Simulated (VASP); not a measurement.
# La2Zn5Si (Cmcm) in VASP: single point with PBE

Aim: the single point of La2Zn5Si with PBE.

All numbers are computed with VASP 6.6.1; they aren't measurements. Logs are shortened: lines on timing, memory, paths and dates and some standing lists are left out, and cuts for length are marked.

**1. The cell of the first run**

Symmetry: Cmcm, No. 63, orthorhombic system. Conventional cell: a = 4.463 Å, b = 16.496 Å, c = 8.986 Å, α = 90.00°, β = 90.00°, γ = 90.00°. La (site symmetry m2m) has 13 Zn at 3.13 to 3.28 Å and 2 Si at 3.33 Å and 2 La at 4.07 Å within 4.1 Å. Within 4.2 Å of La (site symmetry 2/m) lie 10 Zn at 3.21 to 3.60 Å and 4 Si at 3.30 Å and 2 La at 4.07 Å. Within 3.5 Å of Si (site symmetry m2m) lie 3 Zn at 2.64 to 2.70 Å and 6 La at 3.30 to 3.33 Å. Zn (site symmetry m) has 6 Zn at 2.53 to 2.90 Å and 4 La at 3.13 to 3.24 Å within 3.3 Å. Zn (site symmetry m) has 4 Zn at 2.53 to 2.73 Å and 1 Si at 2.70 Å and 5 La at 3.18 to 3.42 Å within 3.5 Å. Within 3.3 Å of Zn (site symmetry m2m) lie 6 Zn at 2.53 to 2.90 Å and 1 Si at 2.64 Å and 1 La at 3.13 Å.

**2. Single point, PBE**

Input file INCAR:

```
SYSTEM = La2Zn5Si
ALGO     = Normal         ! electronic algorithm
EDIFF    = 1E-6           ! SCF threshold, eV
ENCUT    = 520            ! plane-wave cutoff, eV
GGA      = PE             ! functional
ISIF     = 2              ! what is computed and relaxed
ISMEAR   = -1             ! smearing method
LASPH    = .TRUE.         ! aspherical terms in the spheres
LCHARG   = .FALSE.        ! write CHGCAR
LREAL    = Auto         
LUSENCCL = .FALSE.      
LWAVE    = .FALSE.        ! write WAVECAR
NBANDS   = 100            ! bands
NELM     = 100            ! most SCF steps
PREC     = Accurate       ! precision mode
SIGMA    = 0.1            ! smearing width, eV
```

Input file KPOINTS:

```
k-points
0
G
  7 7 4
  0 0 0
```

Input file POSCAR:

```
La2Zn5Si
1.0
    4.4627410000      0.0000000000      0.0000000000
    2.2313700000     -8.2481350000      0.0000000000
    0.0000000000      0.0000000000     -8.9863240000
La Si Zn
4 2 10
Direct
    0.7941000000      0.4118000000      0.7500000000
    0.2059000000      0.5882000000      0.2500000000
    0.0000000000      0.0000000000      0.0000000000
    0.0000000000      0.0000000000      0.5000000000
    0.4441400000      0.1117200000      0.7500000000
    0.5558600000      0.8882800000      0.2500000000
    0.1853700000      0.6292600000      0.8915100000
    0.8146300000      0.3707400000      0.3915100000
    0.8146300000      0.3707400000      0.1084900000
    0.1853700000      0.6292600000      0.6084900000
    0.3429500000      0.3141000000      0.9861200000
    0.6570500000      0.6859000000      0.4861200000
    0.6570500000      0.6859000000      0.0138800000
    0.3429500000      0.3141000000      0.5138800000
    0.6041100000      0.7917800000      0.7500000000
    0.3958900000      0.2082200000      0.2500000000
```

Potentials or basis: VASP PAW PBE potentials, release 64 (La, Si, Zn).

Run with:

```bash
$ cat potpaw_PBE.64/La/POTCAR potpaw_PBE.64/Si/POTCAR potpaw_PBE.64/Zn/POTCAR > POTCAR
$ mpirun -np 1 vasp_std > vasp.out
```

OUTCAR:

```text
SYSTEM = La2Zn5Si
   EDIFF = 1E-6
   ENCUT = 520
   GGA = PE
   ISIF = 2
   ISMEAR = -1
   LASPH = .TRUE.
   LREAL = Auto
   NELM = 100
   PREC = Accurate

 ion  position               nearest neighbor table
   1  0.794  0.412  0.750-   7 3.13  10 3.13   7 3.13  10 3.13  15 3.13  14 3.18  11 3.18  14 3.18
                            11 3.18   8 3.24   9 3.24  12 3.28  13 3.28   5 3.33   5 3.33
   2  0.206  0.588  0.250-   8 3.13   9 3.13   8 3.13   9 3.13  16 3.13  13 3.18  12 3.18  12 3.18
                            13 3.18  10 3.24   7 3.24  14 3.28  11 3.28   6 3.33   6 3.33
   3  0.000  0.000  0.000-   7 3.21   9 3.21   5 3.30   6 3.30   6 3.30   5 3.30
   4  0.000  0.000  0.500-   8 3.21  10 3.21   5 3.30   6 3.30   6 3.30   5 3.30
   5  0.444  0.112  0.750-  15 2.64  14 2.70  11 2.70   4 3.30   3 3.30   4 3.30   3 3.30   1 3.33
                             1 3.33
   6  0.556  0.888  0.250-  16 2.64  13 2.70  12 2.70   4 3.30   3 3.30   3 3.30   4 3.30   2 3.33
                             2 3.33
   7  0.185  0.629  0.892-  13 2.53  13 2.53  10 2.54  11 2.73  15 2.90  15 2.90   1 3.13   1 3.13
                             3 3.21   2 3.24
   8  0.815  0.371  0.392-  14 2.53  14 2.53   9 2.54  12 2.73  16 2.90  16 2.90   2 3.13   2 3.13
                             4 3.21   1 3.24
   9  0.815  0.371  0.108-  11 2.53  11 2.53   8 2.54  13 2.73  16 2.90  16 2.90   2 3.13   2 3.13
                             3 3.21   1 3.24
  10  0.185  0.629  0.608-  12 2.53  12 2.53   7 2.54  14 2.73  15 2.90  15 2.90   1 3.13   1 3.13
                             4 3.21   2 3.24
  11  0.343  0.314  0.986-  16 2.53   9 2.53   9 2.53   5 2.70   7 2.73   1 3.18   1 3.18   2 3.28

  12  0.657  0.686  0.486-  15 2.53  10 2.53  10 2.53   6 2.70   8 2.73   2 3.18   2 3.18   1 3.28

  13  0.657  0.686  0.014-  15 2.53   7 2.53   7 2.53   6 2.70   9 2.73   2 3.18   2 3.18   1 3.28

  14  0.343  0.314  0.514-  16 2.53   8 2.53   8 2.53   5 2.70  10 2.73   1 3.18   1 3.18   2 3.28

  15  0.604  0.792  0.750-  12 2.53  13 2.53   5 2.64   7 2.90  10 2.90  10 2.90   7 2.90   1 3.13

  16  0.396  0.208  0.250-  11 2.53  14 2.53   6 2.64   8 2.90   9 2.90   8 2.90   9 2.90   2 3.13

  LATTYP: Found a base centered orthorhombic cell.
 ALAT       =     4.4627410000
 B/A-ratio  =     3.6964435086
 C/A-ratio  =     2.0136333253

  Lattice vectors:

 A1 = (   2.2313710000,   8.2481350000,   0.0000000000)
 A2 = (   2.2313700000,  -8.2481350000,   0.0000000000)
 A3 = (   0.0000000000,   0.0000000000,  -8.9863240000)

Analysis of symmetry for initial positions (statically):
=====================================================================
 Subroutine PRICEL returns:
 Original cell was already a primitive cell.

 Routine SETGRP: Setting up the symmetry group for a
 base centered orthorhombic supercell.

 Subroutine GETGRP returns: Found  8 space group operations
 (whereof  4 operations were pure point group operations)
 out of a pool of  8 trial point group operations.

The static configuration has the point symmetry C_2h.
 The point group associated with its full space group is D_2h.

Analysis of symmetry for dynamics (positions and initial velocities):
=====================================================================
 Subroutine PRICEL returns:
 Original cell was already a primitive cell.

 Routine SETGRP: Setting up the symmetry group for a
 base centered orthorhombic supercell.

 Subroutine GETGRP returns: Found  8 space group operations
 (whereof  4 operations were pure point group operations)
 out of a pool of  8 trial point group operations.

The dynamic configuration has the point symmetry C_2h.
 The point group associated with its full space group is D_2h.

 Subroutine INISYM returns: Found  8 space group operations
 (whereof  4 operations are pure point group operations),
 and found     1 'primitive' translations

----------------------------------------------------------------------------------------

                                     Primitive cell

  volume of cell :     330.7802

  direct lattice vectors                    reciprocal lattice vectors
     4.462741000  0.000000000  0.000000000     0.224077534  0.060619751  0.000000000
     2.231370000 -8.248135000  0.000000000     0.000000000 -0.121239529  0.000000000
     0.000000000  0.000000000 -8.986324000     0.000000000  0.000000000 -0.111280208

  length of vectors
     4.462741000  8.544632412  8.986324000     0.232132496  0.121239529  0.111280208

  position of ions in fractional coordinates (direct lattice)
     0.794100000  0.411800000  0.750000000
     0.205900000  0.588200000  0.250000000
     0.000000000  0.000000000  0.000000000
     0.000000000  0.000000000  0.500000000
     0.444140000  0.111720000  0.750000000
     0.555860000  0.888280000  0.250000000
[... 8 lines left out ...]
     0.604110000  0.791780000  0.750000000
     0.395890000  0.208220000  0.250000000

  ion indices of the primitive-cell ions
   primitive index   ion index
                 1           1
                 2           2
                 3           3
                 4           4
                 5           5
                 6           6
[... 8 lines left out ...]
                15          15
                16          16

----------------------------------------------------------------------------------------

 KPOINTS: k-points

Automatic generation of k-mesh.
 Grid dimensions read from file:
 generate k-points for:    7    7    4

 Generating k-lattice:

  Cartesian coordinates                     Fractional coordinates (reciprocal lattice)
     0.032011076  0.008659964  0.000000000     0.142857143  0.000000000  0.000000000
     0.000000000 -0.017319933  0.000000000     0.000000000  0.142857143  0.000000000
     0.000000000  0.000000000 -0.027820052     0.000000000  0.000000000  0.250000000

  Length of vectors
     0.033161785  0.017319933  0.027820052

  Shift w.r.t. Gamma in fractional coordinates (k-lattice)
     0.000000000  0.000000000  0.000000000

 Subroutine IBZKPT returns following result:
 ===========================================

 Found     48 irreducible k-points:

 Following reciprocal coordinates:
            Coordinates               Weight
  0.000000  0.000000  0.000000      1.000000
  0.142857  0.000000  0.000000      4.000000
  0.285714  0.000000  0.000000      4.000000
  0.428571  0.000000  0.000000      4.000000
  0.000000  0.142857  0.000000      2.000000
  0.285714  0.142857  0.000000      2.000000
[... 16 lines left out ...]
  0.428571  0.142857  0.250000      8.000000
 -0.428571  0.142857  0.250000      8.000000
 [... further k-points ...]
   k-points           NKPTS =     48   k-points in BZ     NKDIM =     48   number of bands    NBANDS=    100
   number of dos      NEDOS =    301   number of ions     NIONS =     16
   total plane-waves  NPLWV = 161280
   dimension x,y,z NGX =    36 NGY =   64 NGZ =   70
   dimension x,y,z NGXF=    72 NGYF=  128 NGZF=  140
   ions per type =               4   2  10
   NGX,Y,Z   is equivalent  to a cutoff of  13.41, 12.45, 12.95 a.u.
   NGXF,Y,Z  is equivalent  to a cutoff of  26.82, 24.90, 25.90 a.u.
 SYSTEM =  La2Zn5Si
   PREC   = accura    normal or accurate (medium, high low for compatibility)
   ISTART =      0    job   : 0-new  1-cont  2-samecut
   ICHARG =      2    charge: 1-file 2-atom 10-const
   ISPIN  =      1    spin polarized calculation?
   LNONCOLLINEAR =      F non collinear calculations
   LSORBIT =      F    spin-orbit coupling
   LASPH  =      T    aspherical Exc in radial PAW
   ENCUT  =  520.0 eV  38.22 Ry    6.18 a.u.   8.30 15.89 16.71*2*pi/ulx,y,z
   NELM   =    100;   NELMIN=  2; NELMDL= -5     # of ELM steps
   EDIFF  = 0.1E-05   stopping-criterion for ELM
   LREAL  =      T    real-space projection
   EDIFFG = 0.1E-04   stopping-criterion for IOM
   NSW    =      0    number of steps for IOM
   IBRION =     -1    ionic relax: 0-MD 1-quasi-New 2-CG
   NFREE  =      0    steps in history (QN), initial steepest desc. (CG)
   ISIF   =      2    stress and relaxation
   ISYM   =      2    0-nonsym 1-usesym 2-fastsym
   POTIM  = 0.5000    time-step for ionic-motion
   TEBEG  =    0.0;   TEEND  =   0.0 temperature during run
   PSTRESS=    0.0 pullay stress
   NELECT =     172.0000    total number of electrons
   NUPDOWN=      -1.0000    fix difference up-down
   EMIN   =  10.00;   EMAX   =-10.00  energy-range for DOS
   EFERMI =   0.00;   METHOD = LEGACY
   ISMEAR =    -1;   SIGMA  =   0.10  broadening in eV -4-tet -1-fermi 0-gaus
   EFERMI_NEDOS =   21; number of points for ismear=-14 and -15
   IALGO  =     38    algorithm
   IMIX   =      4    mixing-type and parameters
     AMIX     =   0.40;   BMIX     =  1.00
     AMIX_MAG =   1.60;   BMIX_MAG =  1.00
  volume/ion in A,a.u.               =      20.67       139.51
  Fermi-wavevector in a.u.,A,eV,Ry     =   1.316450  2.487730 23.579460  1.733041
  Thomas-Fermi vector in A             =   2.446561
   LORBIT       =      0    0 simple, 1 ext, 2 COOP (PROOUT), +10 PAW based schemes
   GGA     = PE    functional components
   LHFCALC =     F    Hartree Fock is set to
   AEXX    =    0.0000 exact exchange contribution
   IVDW    =     0    specifies the selected vdW correction
   LEPSILON=     F    determine dielectric tensor
   LRPA    =     F    only Hartree local field effects (RPA)
 non-spin polarized calculation
  energy-cutoff  :      520.00
  volume of cell :      330.78
 maximum number of plane-waves:      8950
 NGX is ok and might be reduce to    36
   NGX = 17   NGY = 31   NGZ = 33

 number of electron     171.9999990 magnetization

 Free energy of the ion-electron system (eV)
  ---------------------------------------------------
  ext. energy  EPLUGINS =         0.00000000
  ---------------------------------------------------
  free energy    TOTEN  =       -48.52122342 eV

  energy without entropy =      -48.26400620  energy(sigma->0) =      -48.39261481

 E-fermi :   5.3640     XC(G=0): -10.5927

 val. band max:        5.3627329262   @ k =   0.0000   0.0000   0.0000
 cond. band min:       5.3680526945   @ k =  -0.4286   0.2857   0.0000
 fundamental gap:      0.0053197683
 Fermi energy:         5.3639730364

 k-point     1 :       0.0000    0.0000    0.0000
  band No.  band energies     occupation
      1     -27.3680      2.00000
      2     -27.3605      2.00000
      3     -26.9188      2.00000
      4     -26.9164      2.00000
      5     -11.1930      2.00000
      6     -11.1859      2.00000
[... 90 lines left out ...]
     97       7.2018      0.00000
     98       7.2165      0.00000

 k-point     2 :       0.1429    0.0000    0.0000
  band No.  band energies     occupation
      1     -27.3665      2.00000
      2     -27.3590      2.00000
      3     -26.9169      2.00000
      4     -26.9148      2.00000
      5     -11.1863      2.00000
      6     -11.1751      2.00000
[... 2211 lines left out ...]
     97       7.2587      0.00000
     98       7.2704      0.00000

 k-point    24 :      -0.4286    0.1429    0.2500
  band No.  band energies     occupation
      1     -27.3592      2.00000
      2     -27.3541      2.00000
      3     -26.9091      2.00000
      4     -26.9085      2.00000
      5     -11.1928      2.00000
      6     -11.1582      2.00000
[... 90 lines left out ...]
     97       7.2853      0.00000
     98       7.3065      0.00000

 [... further k-points ...]

 [bands above 98 left out]

------------------------ aborting loop because EDIFF is reached ----------------------------------------

  FORCE on cell =-STRESS in cart. coord.  units (eV):
  Direction    XX          YY          ZZ          XY          YZ          ZX
  --------------------------------------------------------------------------------------
  -------------------------------------------------------------------------------------
  Total        2.7797149     -2.6376019     -0.0474081     -0.0000002      0.0000000      0.0000000
  in kB       13.4639137    -12.7755706     -0.2296273     -0.0000008      0.0000000      0.0000000
  external PRESSURE =       0.1529053 kB  Pullay stress =       0.0000000 kB

 VOLUME and BASIS-vectors are now :
 -----------------------------------------------------------------------------
  energy-cutoff  :      520.00
  volume of cell :      330.78
      direct lattice vectors                 reciprocal lattice vectors
     4.462741000  0.000000000  0.000000000     0.224077534  0.060619751  0.000000000
     2.231370000 -8.248135000  0.000000000     0.000000000 -0.121239529  0.000000000
     0.000000000  0.000000000 -8.986324000     0.000000000  0.000000000 -0.111280208

 POSITION                                       TOTAL-FORCE (eV/Angst)
 -----------------------------------------------------------------------------------
      4.46274     -3.39658     -6.73974         0.000000      0.607089     -0.000000
      2.23137     -4.85155     -2.24658        -0.000000     -0.607089     -0.000000
      0.00000      0.00000      0.00000         0.000000     -0.000000     -0.000000
      0.00000      0.00000     -4.49316         0.000000     -0.000000     -0.000000
      2.23137     -0.92148     -6.73974        -0.000000     -0.145210     -0.000000
      4.46274     -7.32665     -2.24658         0.000000      0.145210     -0.000000
[... 8 lines left out ...]
      4.46274     -6.53071     -6.73974        -0.000000     -0.837561     -0.000000
      2.23137     -1.71743     -2.24658         0.000000      0.837561     -0.000000
 -----------------------------------------------------------------------------------
    total drift:                                0.000000     -0.000000     -0.000000

  FREE ENERGIE OF THE ION-ELECTRON SYSTEM (eV)
  ---------------------------------------------------
  free  energy   TOTEN  =       -48.5212234162 eV

  energy  without entropy=      -48.2640061963  energy(sigma->0) =      -48.39261481
```

Run time: 17 min. Hardware: 1 × NVIDIA H100 80GB with 1 thread of AMD EPYC 7R13 (Zen 3), shared host; peak memory 2.1 GiB.

What came out:

```
Free energy            : -48.5212 eV
Pressure               : 0.0 GPa
Largest force          : 0.838 eV/Å
Band gap on the k mesh : zero (bands 86 and 87 overlap by 0.91 eV)
```

Forces on the atoms (eV/Å):
```
La   0.000  0.607  0.000
La   0.000 -0.607  0.000
La   0.000  0.000  0.000
La   0.000  0.000  0.000
Si   0.000 -0.145  0.000
Si   0.000  0.145  0.000
Zn   0.000 -0.036  0.030
Zn   0.000  0.036  0.030
Zn   0.000  0.036 -0.030
Zn   0.000 -0.036 -0.030
Zn   0.000  0.409  0.594
Zn   0.000 -0.409  0.594
Zn   0.000 -0.409 -0.594
Zn   0.000  0.409 -0.594
Zn   0.000 -0.838  0.000
Zn   0.000  0.838  0.000
```

Stress tensor (GPa, compression positive):
```
 1.35  0.00  0.00
 0.00 -1.28  0.00
 0.00  0.00 -0.02
```

Levels at points of the mesh, in eV from the Fermi level:
```csv
k point,band 84,band 85,band 86,band 87,band 88,band 89
"(0.00, 0.00, 0.00)",-0.33,-0.31,0.00,0.02,0.85,0.91
"(0.00, 0.00, 0.50)",-0.69,0.64,0.64,0.74,0.74,1.09
```

Caveat: spin-orbit coupling is left out, which moves the levels of the heavy elements.
